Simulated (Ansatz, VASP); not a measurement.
**Two plane-wave programs on BaTiO3**

File POSCAR:

```
BaTiO3
1.0
    3.9400656845      0.0000000000      0.0000000000
    0.0000000000      3.9400656845      0.0000000000
    0.0000000000      0.0000000000      3.9400656845
Ba Ti O
1 1 3
Direct
    0.5000000000      0.5000000000      0.5000000000
    0.0000000000      0.0000000000      0.0000000000
    0.5000000000      0.0000000000      0.0000000000
    0.0000000000      0.5000000000      0.0000000000
    0.0000000000      0.0000000000      0.5000000000
```

File INCAR.step1:

```
SYSTEM = BaTiO3
PREC = Accurate
ENCUT = 1480
ISMEAR = 0
SIGMA = 0.05
LREAL = .FALSE.
LASPH = .TRUE.
NELM = 120
NBANDS = 28
GGA = PE
ALGO = Normal
EDIFF = 1E-5
LWAVE = .TRUE.
LCHARG = .FALSE.
GGA_COMPAT = .FALSE.
```

File INCAR.step2:

```
SYSTEM = BaTiO3
PREC = Accurate
ENCUT = 1480
EDIFF = 1E-6
ISMEAR = 0
SIGMA = 0.05
LREAL = .FALSE.
LASPH = .TRUE.
NELM = 120
ALGO = Normal
ISIF = 2
LWAVE = .FALSE.
LCHARG = .FALSE.
METAGGA = R2SCAN
LMIXTAU = .TRUE.
NBANDS = 28
ISTART = 1
GGA_COMPAT = .FALSE.
```

KPOINTS

```
regular mesh
0
G
  6 6 6
  0 0 0
```

Input for Ansatz:

```yaml
crystal:
  lattice:
    - [3.9400656845, 0.0, 0.0]
    - [0.0, 3.9400656845, 0.0]
    - [0.0, 0.0, 3.9400656845]
  atoms:
    - { symbol: Ba, position: [0.5, 0.5, 0.5] }
    - { symbol: Ti, position: [0.0, 0.0, 0.0] }
    - { symbol: O, position: [0.5, 0.0, 0.0] }
    - { symbol: O, position: [0.0, 0.5, 0.0] }
    - { symbol: O, position: [0.0, 0.0, 0.5] }
basis:
  ecutwfc: 500
  ecutrho_ratio: 4
kpoints:
  mp_grid: { grid: [6, 6, 6] }
hamiltonian:
  xc: r2scan
scf:
  occupations: { method: gaussian, width: 0.05 }
output:
  forces: true
  stress: true
  eigenvalues: true
```

Alike in both runs: task single point; functional r2SCAN; k mesh 6 × 6 × 6; occupations gaussian, width 0.05 eV; no spin polarisation.

```csv
,VASP,Ansatz
version,VASP 6.6.1,Ansatz 0.2.0
potentials or method,"VASP PAW PBE potentials, release 64 (Ba_sv, Ti_sv, O_h), cutoff 1480 eV","scalar-relativistic, plane waves, PAW"
valence electrons in the cell,40,40
```

|  | VASP | Ansatz | Ansatz less VASP |
| --- | --- | --- | --- |
| gap on the k mesh at the Fermi level (eV) | 2.25 | 2.27 | +0.020 |
| least direct gap on the mesh (eV) | 2.36 | 2.33 | -0.024 |
| pressure (GPa) | 10.3 | 8.1 | -2.24 |

VASP's potentials were made for PBE, not for r2SCAN. With one functional, cell and mesh, what is left measures potentials, basis and numerics.

Spin-orbit coupling is off throughout.
